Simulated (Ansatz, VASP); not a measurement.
## Cu in VASP and in Ansatz

File INCAR:

```
  PREC = Accurate
  ENCUT = 600
  EDIFF = 1E-6
  ISMEAR = 1
  SIGMA = 0.1
  LREAL = F
  LASPH = T
  NELM = 120
  ALGO = Normal
  ISIF = 2
  LWAVE = F
  LCHARG = F
  GGA = CA
  NBANDS = 12
  GGA_COMPAT = F
```

File KPOINTS:

```
regular mesh
0
Gamma
  15 15 15
```

Contents of POSCAR:

```
Cu
1.0
   -1.4427933200      1.4427933200      1.3760814500
    1.4427933200     -1.4427933200      1.3760814500
    1.4427933200      1.4427933200     -1.3760814500
Cu
1
Direct
    0.0000000000      0.0000000000      0.0000000000
```

Input for Ansatz:

```yaml
crystal:
  lattice:
    a: 2.88558664
    b: 2.88558664
    c: 2.7521629
    alpha: 90.0
    beta: 90.0
    gamma: 90.0
  space_group: 139
  setting:
    hermann_mauguin: I4/mmm
  atoms:
    - { symbol: Cu, position: [0.0, 0.0, 0.0] }
  reduce_to_primitive: true
basis:
  ecutwfc: 462.593566181796
kpoints:
  mp_grid:
    grid: [15, 15, 15]
    shift: [0.0, 0.0, 0.0]
hamiltonian:
  xc: lda
scf:
  convergence:
    dr2_threshold: 1.0e-09
  occupations:
    method: cold
    width: 0.1
output:
  forces: true
  stress: true
```

Alike in both runs: task single point; functional LDA; k mesh 15 × 15 × 15; no spin polarisation.

|  | VASP | Ansatz |
| --- | --- | --- |
| version | VASP 6.6.1 | Ansatz 0.2.0 |
| potentials or method | VASP PAW LDA potentials, release 64 (Cu), cutoff 600 eV | plane waves, PAW |
| occupations | methfessel-paxton of order 1, width 0.1 eV | cold, width 0.1 eV |
| valence electrons in the cell | 11 | 19 |

```csv
,VASP,Ansatz,Ansatz less VASP
pressure (GPa),-6.9,-7.8,-0.92
"traceless stress, the component that is largest in VASP (GPa)",-0.50,-0.34,+0.163
```

LDA's correlation is that of Perdew and Zunger in VASP and of Perdew and Wang (1992) in Ansatz. VASP's potentials hold 11 valence electrons a cell and Ansatz's 19, so a difference there can come from the potentials and not from the codes. Ansatz's warnings: stress scf threshold loose.
